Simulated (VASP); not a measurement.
The system is Co.

```xyz
4
Lattice="2.4540 0.0000 0.0000 -1.2270 2.1252 0.0000 0.0000 0.0000 8.0339" Properties=species:S:1:pos:R:3 pbc="T T T"
Co    1.2270    0.7084    6.0255
Co    0.0000    0.0000    4.0170
Co    0.0000    1.4168    2.0085
Co    0.0000    0.0000    0.0000
```

Base run:

```yaml
Program: VASP 6.6.1
Functional: revPBE
Dispersion: D3(BJ)
Potentials_or_basis: VASP PAW PBE potentials, release 64 (Co)
Cutoff: 520 eV
k_mesh: 12 × 12 × 4
Occupations: fermi-dirac, width 0.05 eV
Spin: collinear spin, ferromagnetic start
Starting_moments: "[2.0, 2.0, 2.0, 2.0] μB"
```

Its results: pressure -0.2 GPa; net moment 6.53 μB per cell; site moments Co +1.66, +1.63 (each value once) μB.

The run is repeated on the same cell with these changes: functional from revPBE to PBEsol; dispersion from D3(BJ) to D4. What comes out?

Pressure -5.9 GPa; net moment 6.45 μB per cell; site moments Co +1.63, +1.61 (each value once) μB.

Several settings changed at once.

Caveats: the PAW data sets were made with another functional, which shifts forces and pressure a little; the cell stands under tension (at least some runs).
